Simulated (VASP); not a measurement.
Write the native input for VASP 6.6.1 that does the following.

| Quantity | Value |
| --- | --- |
| Task | single point |
| Functional | r2SCAN |
| Potentials or basis | VASP PAW PBE potentials, release 64 (Ti_sv, H) |
| Cutoff | 520 eV |
| k mesh | 11 × 11 × 11 |
| Occupations | methfessel-paxton, width 0.05 eV |
| Spin | no spin polarisation |
| Dipole correction | no |
| Further INCAR settings | ALGO = Normal; EDIFF = 1e-07; NBANDS = 14 |

Crystal: TiH.

```
Ti H
1.0
     0.00000    2.08747    2.08747
     2.08747    0.00000    2.08747
     2.08747    2.08747    0.00000
Ti H
1 1
Direct
  0.00000 0.00000 0.00000
  0.50000 0.50000 0.50000
```

One way to write it, as run:

POSCAR

```
TiH
1.0
    0.0000000000      2.0874689311      2.0874689311
    2.0874689311      0.0000000000      2.0874689311
    2.0874689311      2.0874689311      0.0000000000
Ti H
1 1
Direct
    0.0000000000      0.0000000000      0.0000000000
    0.5000000000      0.5000000000      0.5000000000
```

INCAR.step1

```
PREC = Accurate
ENCUT = 520
ISMEAR = 1
SIGMA = 0.05
LREAL = False
LASPH = True
NELM = 60
NBANDS = 14
GGA = PE
ALGO = Normal
EDIFF = 1E-4
LWAVE = True
LCHARG = False
```

INCAR.step2

```
PREC = Accurate
ENCUT = 520
EDIFF = 1E-7
ISMEAR = 1
SIGMA = 0.05
LREAL = False
LASPH = True
NELM = 60
ALGO = Normal
ISIF = 2
LWAVE = False
LCHARG = False
METAGGA = R2SCAN
LMIXTAU = True
NBANDS = 14
ISTART = 1
```

KPOINTS

```
Automatic mesh
0
Gamma
  11 11 11
```

Potentials or basis: VASP PAW PBE potentials, release 64 (Ti_sv, H).

Run with:

```console
$ cat potpaw_PBE.64/Ti_sv/POTCAR potpaw_PBE.64/H/POTCAR > POTCAR
$ cp INCAR.step1 INCAR
$ mpirun -np 1 vasp_std > vasp.out
$ cp INCAR.step2 INCAR
$ mpirun -np 1 vasp_std > vasp.out
```

It gave:

| Item | Value |
| --- | --- |
| Pressure | 0.6 GPa |

Caveat: the PAW data sets were made with another functional, which shifts forces and pressure a little.

Wall time 48 s on 1 thread of Intel(R) Xeon(R) Platinum 8259CL CPU @ 2.50GHz (Skylake/Cascade Lake) (shared host), peak memory 0.15 GiB.
